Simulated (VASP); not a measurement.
# Be (P6_3/mmc) in VASP: further runs

The runs below take Be through elastic constants, electric field gradients, phonons, with PBE+D3(BJ).

Program: VASP 6.6.1. These are calculated values, not measurements. Logs are shortened: lines on timing, memory, paths and dates and some standing lists are left out, and cuts for length are marked.

## 1. The cell of the first run

The structure is hexagonal, space group P6_3/mmc (No. 194). The conventional cell has a = 2.215 Å, b = 2.215 Å, c = 3.498 Å, α = 90.00°, β = 90.00°, γ = 120.00°. Be (site symmetry -6m2) has 12 Be at 2.17 to 2.22 Å within 2.9 Å.

## 2. Elastic constants, PBE+D3(BJ)

INCAR

```
SYSTEM = Be
PREC = Accurate
ENCUT = 600
EDIFF = 1E-8
ISMEAR = -1
SIGMA = 0.15
LREAL = .FALSE.
LASPH = .TRUE.
NELM = 60
ALGO = Normal
ISIF = 3
LWAVE = .FALSE.
LCHARG = .FALSE.
GGA = PE
IVDW = 12
NBANDS = 9
IBRION = 6
NFREE = 2
POTIM = 0.015
NSW = 1
```

KPOINTS

```
Automatic mesh
0
G
  21 21 12
  0 0 0
```

POSCAR

```
Be
1.0
    2.2150643475      0.0000000000      0.0000000000
   -1.1075321738      1.9183019959      0.0000000000
    0.0000000000      0.0000000000      3.4983638154
Be
2
Direct
    0.3333333333      0.6666666667      0.2500000000
    0.6666666667      0.3333333333      0.7500000000
```

Potentials or basis: VASP PAW PBE potentials, release 64 (Be).

Started as:

```
$ cat potpaw_PBE.64/Be/POTCAR > POTCAR
$ mpirun -np 1 vasp_std > vasp.out
```

OUTCAR:

```text
SYSTEM = Be
   PREC = Accurate
   ENCUT = 600
   EDIFF = 1E-8
   ISMEAR = -1
   LREAL = .FALSE.
   LASPH = .TRUE.
   NELM = 60
   ISIF = 3
   GGA = PE
   IVDW = 12
   IBRION = 6
   NFREE = 2
   POTIM = 0.015
   NSW = 1
 IVDW          = 12

 ion  position               nearest neighbor table
   1  0.333  0.667  0.250-   2 2.17   2 2.17   2 2.17   2 2.17   2 2.17   2 2.17
   2  0.667  0.333  0.750-   1 2.17   1 2.17   1 2.17   1 2.17   1 2.17   1 2.17

  LATTYP: Found a hexagonal cell.
 ALAT       =     2.2150643475
 C/A-ratio  =     1.5793508750

  Lattice vectors:

 A1 = (   2.2150643475,   0.0000000000,   0.0000000000)
 A2 = (  -1.1075321738,   1.9183019959,   0.0000000000)
 A3 = (   0.0000000000,   0.0000000000,   3.4983638154)

Analysis of symmetry for initial positions (statically):
=====================================================================
 Subroutine PRICEL returns:
 Original cell was already a primitive cell.

 Routine SETGRP: Setting up the symmetry group for a
 hexagonal supercell.

 Subroutine GETGRP returns: Found 24 space group operations
 (whereof 12 operations were pure point group operations)
 out of a pool of 24 trial point group operations.

The static configuration has the point symmetry D_3d.
 The point group associated with its full space group is D_6h.

Analysis of symmetry for dynamics (positions and initial velocities):
=====================================================================
 Subroutine PRICEL returns:
 Original cell was already a primitive cell.

 Routine SETGRP: Setting up the symmetry group for a
 hexagonal supercell.

 Subroutine GETGRP returns: Found 24 space group operations
 (whereof 12 operations were pure point group operations)
 out of a pool of 24 trial point group operations.

The dynamic configuration has the point symmetry D_3d.
 The point group associated with its full space group is D_6h.

 Subroutine INISYM returns: Found 24 space group operations
 (whereof 12 operations are pure point group operations),
 and found     1 'primitive' translations

----------------------------------------------------------------------------------------

                                     Primitive cell

  volume of cell :      14.8651

  direct lattice vectors                    reciprocal lattice vectors
     2.215064347  0.000000000  0.000000000     0.451454154  0.260647177  0.000000000
    -1.107532174  1.918301996  0.000000000     0.000000000  0.521294354  0.000000000
     0.000000000  0.000000000  3.498363815     0.000000000  0.000000000  0.285847914

  length of vectors
     2.215064347  2.215064347  3.498363815     0.521294354  0.521294354  0.285847914

  position of ions in fractional coordinates (direct lattice)
     0.333333333  0.666666667  0.250000000
     0.666666667  0.333333333  0.750000000

  ion indices of the primitive-cell ions
   primitive index   ion index
                 1           1
                 2           2

----------------------------------------------------------------------------------------

 KPOINTS: Automatic mesh

Automatic generation of k-mesh.
 Grid dimensions read from file:
 generate k-points for:   21   21   12

 Generating k-lattice:

  Cartesian coordinates                     Fractional coordinates (reciprocal lattice)
     0.021497817  0.012411770  0.000000000     0.047619048  0.000000000  0.000000000
     0.000000000  0.024823541  0.000000000     0.000000000  0.047619048  0.000000000
     0.000000000  0.000000000  0.023820660     0.000000000  0.000000000  0.083333333

  Length of vectors
     0.024823541  0.024823541  0.023820660

  Shift w.r.t. Gamma in fractional coordinates (k-lattice)
     0.000000000  0.000000000  0.000000000

[... 87 lines left out ...]
   NGX =  9   NGY =  9   NGZ = 13

--------------------------------------- Ionic step        1  -------------------------------------------

 number of electron       4.0000000 magnetization

 Free energy of the ion-electron system (eV)
  ---------------------------------------------------
  ext. energy  EPLUGINS =         0.00000000
  ---------------------------------------------------
  free energy    TOTEN  =        -7.51223547 eV

  energy without entropy =       -7.50021493  energy(sigma->0) =       -7.50622520

------------------------ aborting loop because EDIFF is reached ----------------------------------------

 Edisp (eV)   -0.75716

 E8    (eV) :    -0.2626
[... 105 lines left out ...]
  FREE ENERGIE OF THE ION-ELECTRON SYSTEM (eV)
  ---------------------------------------------------
  free  energy   TOTEN  =        -8.2654020878 eV

  energy  without entropy=       -8.2539678740  energy(sigma->0) =       -8.25968498

[... ionic steps 4 to 14 ...]

--------------------------------------- Ionic step       15  -------------------------------------------

 number of electron       4.0000000 magnetization

------------------------ aborting loop because EDIFF is reached ----------------------------------------
[... 75 lines left out ...]
--------------------------------------- Ionic step       17  -------------------------------------------

 number of electron       4.0000000 magnetization

 Free energy of the ion-electron system (eV)
  ---------------------------------------------------
  ext. energy  EPLUGINS =         0.00000000
  ---------------------------------------------------
  free energy    TOTEN  =        -7.51117821 eV

  energy without entropy =       -7.49914946  energy(sigma->0) =       -7.50516383

 E-fermi :   7.5958     XC(G=0): -10.8105

 val. band max:        7.5768932385   @ k =   0.3333   0.0476   0.0000
 cond. band min:       7.6159241142   @ k =   0.3333   0.2857   0.0833
 fundamental gap:      0.0390308757
 Fermi energy:         7.5958315977

 k-point     1 :       0.0000    0.0000    0.0000
  band No.  band energies     occupation
      1      -4.1513      2.00000
      2       2.8466      2.00000
      3       8.8166      0.00058
      4      24.3951      0.00000
      5      24.3951      0.00000
      6      27.3522      0.00000
      7      27.3522      0.00000
      8      29.4723      0.00000
      9      35.7354      0.00000
[... 265 lines left out ...]
 k-point    24 :       0.1905    0.0952    0.0000
  band No.  band energies     occupation
      1      -2.2763      2.00000
      2       5.3362      2.00000
      3       9.0392      0.00013
      4      16.2089      0.00000
      5      18.6452      0.00000
      6      24.5877      0.00000
      7      25.4542      0.00000
      8      26.4908      0.00000
      9      30.3369      0.00000

 [... further k-points ...]

------------------------ aborting loop because EDIFF is reached ----------------------------------------

 Edisp (eV)   -0.75716

 E8    (eV) :    -0.2626
[... 25 lines left out ...]
  FREE ENERGIE OF THE ION-ELECTRON SYSTEM (eV)
  ---------------------------------------------------
  free  energy   TOTEN  =        -8.2683359141 eV

  energy  without entropy=       -8.2563071671  energy(sigma->0) =       -8.26232154

 INTERNAL STRAIN TENSORS FROM STRAINED CELLS
 ============================================

 INTERNAL STRAIN TENSOR FOR ION    1 for displacements in x,y,z  (eV/Angst):
          X           Y           Z          XY          YZ          ZX
  --------------------------------------------------------------------------------
  x     0.00000    -0.00000    -0.00000    -2.92810     0.00000    -0.00000
  y    -2.92537     2.92905     0.00000    -0.00000    -0.00001     0.00001
  z     0.00000     0.00000     0.00000     0.00000     0.00041     0.00000

 INTERNAL STRAIN TENSORS FROM DISPLACED ATOMS
 ============================================

 INTERNAL STRAIN TENSOR FOR ION    1 for displacements in x,y,z  (eV/Angst):
          X           Y           Z          XY          YZ          ZX
  --------------------------------------------------------------------------------
  x     0.00000    -0.00000     0.00000    -2.94687     0.00000     0.00000
  y    -2.94687     2.94687    -0.00000    -0.00000     0.00000     0.00000
  z    -0.00000     0.00000     0.00000     0.00000     0.00000     0.00000

 INTERNAL STRAIN TENSOR FOR ION    2 for displacements in x,y,z  (eV/Angst):
          X           Y           Z          XY          YZ          ZX
  --------------------------------------------------------------------------------
  x    -0.00000     0.00000    -0.00000     2.94687     0.00000     0.00000
  y     2.94687    -2.94687     0.00000     0.00000     0.00000     0.00000
  z     0.00000    -0.00000     0.00000    -0.00000     0.00000     0.00000

 Eigenvectors and eigenvalues of the dynamical matrix
 ----------------------------------------------------

   1 f  =   22.600497 THz   142.003112 2PiTHz  753.871439 cm-1    93.468104 meV
             X         Y         Z           dx          dy          dz
     -0.000000  1.278868  0.874591     0.000000   -0.000000    0.707107
      1.107532  0.639434  2.623773     0.000000    0.000000   -0.707107
[... 16 lines left out ...]
   5 f  =    0.000000 THz     0.000000 2PiTHz    0.000001 cm-1     0.000000 meV
             X         Y         Z           dx          dy          dz
     -0.000000  1.278868  0.874591     0.602346    0.366730   -0.051848
      1.107532  0.639434  2.623773     0.602346    0.366730   -0.051848

   6 f/i=    0.000000 THz     0.000002 2PiTHz    0.000010 cm-1     0.000001 meV
             X         Y         Z           dx          dy          dz
     -0.000000  1.278868  0.874591     0.007450    0.086971    0.701698
      1.107532  0.639434  2.623773     0.007450    0.086971    0.701698

--------------------------------------------------------------------------------------------------------

 ELASTIC MODULI CONTR FROM IONIC RELAXATION (kBar)
 Direction    XX          YY          ZZ          XY          YZ          ZX
 --------------------------------------------------------------------------------
 XX        -237.0832    237.0832     -0.0000      0.0000      0.0000      0.0000
 YY         237.0832   -237.0832      0.0000      0.0000      0.0000      0.0000
 ZZ          -0.0000      0.0000     -0.0000      0.0000      0.0000      0.0000
 XY           0.0000      0.0000      0.0000   -237.0832      0.0000      0.0000
 YZ           0.0000      0.0000      0.0000      0.0000      0.0000      0.0000
 ZX           0.0000      0.0000      0.0000      0.0000      0.0000      0.0000
 --------------------------------------------------------------------------------

 TOTAL ELASTIC MODULI (kBar)
 Direction    XX          YY          ZZ          XY          YZ          ZX
 --------------------------------------------------------------------------------
 XX        3197.4735    562.3118     87.6654     -0.0000     -0.0000      0.0000
 YY         562.3118   3197.4735     87.6654     -0.0000      0.0000      0.0000
 ZZ          87.6654     87.6654   4200.2571     -0.0000      0.0000      0.0000
 XY          -0.0000     -0.0000     -0.0000   1317.5808      0.0000     -0.0000
 YZ           0.0000     -0.0000      0.0000      0.0000   1808.6716     -0.0000
 ZX           0.0000      0.0000     -0.0000     -0.0000     -0.0000   1808.6716
 --------------------------------------------------------------------------------
```

It took 18 min on 1 thread of Intel Xeon 8259CL, shared host; peak memory 0.53 GiB.

Results:

- Voigt bulk modulus: 134 GPa
- Highest phonon frequency at Γ: 754 cm⁻¹
- Dispersion energy per atom: -0.379 eV

Phonon frequencies in cm⁻¹ (negative: imaginary):
| q point | frequencies |
| --- | --- |
| (0.000, 0.000, 0.000) | 0 0 0 488 488 754 |

Elastic tensor in Voigt notation (GPa, in the Cartesian axes of the cell as first typed):
```
320  56   9   0   0   0
 56 320   9   0   0   0
  9   9 420   0   0   0
  0   0   0 181   0   0
  0   0   0   0 181   0
  0   0   0   0   0 132
```

Clamped-ion elastic tensor (GPa):
```
343  33   9   0   0   0
 33 343   9   0   0   0
  9   9 420   0   0   0
  0   0   0 181   0   0
  0   0   0   0 181   0
  0   0   0   0   0 155
```

## 3. Electric field gradients, PBE+D3(BJ)

INCAR

```
ALGO = Normal
EDIFF = 1E-8
ENCUT = 520
GGA = PE
GGA_COMPAT = False
ISIF = 2
ISMEAR = -1
IVDW = 12
LASPH = True
LCHARG = False
LEFG = True
LREAL = False
LWAVE = False
NBANDS = 9
NELM = 120
PREC = Accurate
SIGMA = 0.15
```

KPOINTS

```
k-points
0
Gamma
  21 21 12
```

POSCAR

```
Be
1.0
    2.2150643472      0.0000000000      0.0000000000
   -1.1075321736      1.9183019957      0.0000000000
    0.0000000000      0.0000000000      3.4983638154
Be
2
Direct
    0.3333333333      0.6666666667      0.2500000000
    0.6666666667      0.3333333333      0.7500000000
```

Potentials or basis: VASP PAW PBE potentials, release 64 (Be).

Started as:

```
$ cat potpaw_PBE.64/Be/POTCAR > POTCAR
$ mpirun -np 1 vasp_std > vasp.out
```

OUTCAR:

```text
EDIFF = 1E-8
   ENCUT = 520
   GGA = PE
   ISIF = 2
   ISMEAR = -1
   IVDW = 12
   LASPH = True
   LREAL = False
   NELM = 120
   PREC = Accurate
 IVDW          = 12

 ion  position               nearest neighbor table
   1  0.333  0.667  0.250-   2 2.17   2 2.17   2 2.17   2 2.17   2 2.17   2 2.17
   2  0.667  0.333  0.750-   1 2.17   1 2.17   1 2.17   1 2.17   1 2.17   1 2.17

  LATTYP: Found a hexagonal cell.
 ALAT       =     2.2150643472
 C/A-ratio  =     1.5793508752

  Lattice vectors:

 A1 = (   2.2150643472,   0.0000000000,   0.0000000000)
 A2 = (  -1.1075321736,   1.9183019957,   0.0000000000)
 A3 = (   0.0000000000,   0.0000000000,   3.4983638154)

Analysis of symmetry for initial positions (statically):
=====================================================================
 Subroutine PRICEL returns:
 Original cell was already a primitive cell.

 Routine SETGRP: Setting up the symmetry group for a
 hexagonal supercell.

 Subroutine GETGRP returns: Found 24 space group operations
 (whereof 12 operations were pure point group operations)
 out of a pool of 24 trial point group operations.

The static configuration has the point symmetry D_3d.
 The point group associated with its full space group is D_6h.

Analysis of symmetry for dynamics (positions and initial velocities):
=====================================================================
 Subroutine PRICEL returns:
 Original cell was already a primitive cell.

 Routine SETGRP: Setting up the symmetry group for a
 hexagonal supercell.

 Subroutine GETGRP returns: Found 24 space group operations
 (whereof 12 operations were pure point group operations)
 out of a pool of 24 trial point group operations.

[... 435 lines left out ...]
      3       9.0403      0.00013
      4      16.2099      0.00000
      5      18.6463      0.00000
      6      24.5886      0.00000
      7      25.4513      0.00000
      8      26.4900      0.00000
      9      30.3379      0.00000

 [... further k-points ...]

------------------------ aborting loop because EDIFF is reached ----------------------------------------

 Edisp (eV)   -0.75716

 E8    (eV) :    -0.2626

  FORCE on cell =-STRESS in cart. coord.  units (eV):
  Direction    XX          YY          ZZ          XY          YZ          ZX
  --------------------------------------------------------------------------------------
  -------------------------------------------------------------------------------------
  Total       0.01737     0.01737     0.02208     0.00000     0.00000     0.00000
  in kB       1.87166     1.87166     2.37939     0.00000     0.00000     0.00000
  external pressure =        2.04 kB  Pullay stress =        0.00 kB

 VOLUME and BASIS-vectors are now :
 -----------------------------------------------------------------------------
  energy-cutoff  :      520.00
  volume of cell :       14.87
      direct lattice vectors                 reciprocal lattice vectors
     2.215064347  0.000000000  0.000000000     0.451454154  0.260647177  0.000000000
    -1.107532174  1.918301996  0.000000000     0.000000000  0.521294354  0.000000000
     0.000000000  0.000000000  3.498363815     0.000000000  0.000000000  0.285847914

 POSITION                                       TOTAL-FORCE (eV/Angst)
 -----------------------------------------------------------------------------------
     -0.00000      1.27887      0.87459        -0.000000      0.000000      0.000000
      1.10753      0.63943      2.62377         0.000000     -0.000000      0.000000
 -----------------------------------------------------------------------------------
    total drift:                                0.000000     -0.000000      0.000000

  FREE ENERGIE OF THE ION-ELECTRON SYSTEM (eV)
  ---------------------------------------------------
  free  energy   TOTEN  =        -8.2693760718 eV

  energy  without entropy=       -8.2573555933  energy(sigma->0) =       -8.26336583

 Electric field gradients (V/A^2)
---------------------------------------------------------------------
 ion       V_xx      V_yy      V_zz      V_xy      V_xz      V_yz
---------------------------------------------------------------------
   1       0.263     0.263    -0.527    -0.000    -0.000     0.000
   2       0.263     0.263    -0.527    -0.000     0.000     0.000
---------------------------------------------------------------------

 Electric field gradients after diagonalization (V/A^2)
 (convention: |V_zz| > |V_xx| > |V_yy|)
----------------------------------------------------------------------
 ion       V_xx      V_yy      V_zz     asymmetry (V_yy - V_xx)/ V_zz
----------------------------------------------------------------------
   1       0.263     0.263    -0.527       0.000
   2       0.263     0.263    -0.527       0.000
----------------------------------------------------------------------

           NMR quadrupolar parameters

 Cq : quadrupolar parameter    Cq=e*Q*V_zz/h
 eta: asymmetry parameters     (V_yy - V_xx)/ V_zz
 Q  : nuclear electric quadrupole moment in mb (millibarn)
----------------------------------------------------------------------
 ion       Cq(MHz)       eta       Q (mb)
----------------------------------------------------------------------
   1      -0.001       0.000       1.000
   2      -0.001       0.000       1.000
----------------------------------------------------------------------
```

stdout:

```text
POSCAR found type information on POSCAR Be
 POSCAR found :  1 types and       2 ions
 scaLAPACK will be used
 LDA part: xc-table for (Slater+PW92), standard interpolation
 POSCAR, INCAR and KPOINTS ok, starting setup
 FFT: planning ... GRIDC
 FFT: planning ... GRID_SOFT
 FFT: planning ... GRID
 WAVECAR not read
 entering main loop
ion   1

ion   2
```

It took 21 s on 1 thread of Intel Xeon Platinum 8488C (Sapphire Rapids), shared host; peak memory 0.15 GiB.

Results:

| Quantity | Value |
| --- | --- |
| Free energy | -8.2694 eV |
| Pressure | 0.2 GPa |
| Band gap on the k mesh | zero (band 2 reaches 8.56 eV, above the bottom of band 3 at 6.41 eV) |
| Dispersion energy per atom | -0.379 eV |

Levels at points of the mesh, in eV from the Fermi level:
```csv
k point,band 1,band 2,band 3,band 4,band 5,band 6,band 7
"(0.00, 0.00, 0.00)",-11.75,-4.75,1.22,16.80,16.80,19.76,19.76
"(0.00, 0.00, 0.50)",-9.54,-9.54,11.09,11.09,18.53,18.53,18.53
```

Electric field gradients, principal values (V/Å²):
```
atom  least  middle  greatest (by size)
1 Be  0.263   0.263              -0.527
2 Be  0.263   0.263              -0.527
```

Caveat: without QUAD_EFG the Cq values of the log hold for a quadrupole moment of 1 mb, not for the nuclei; pairwise dispersion overbinds metals, which lowers pressure and volume.

(Part 1 of 2 ends here.)
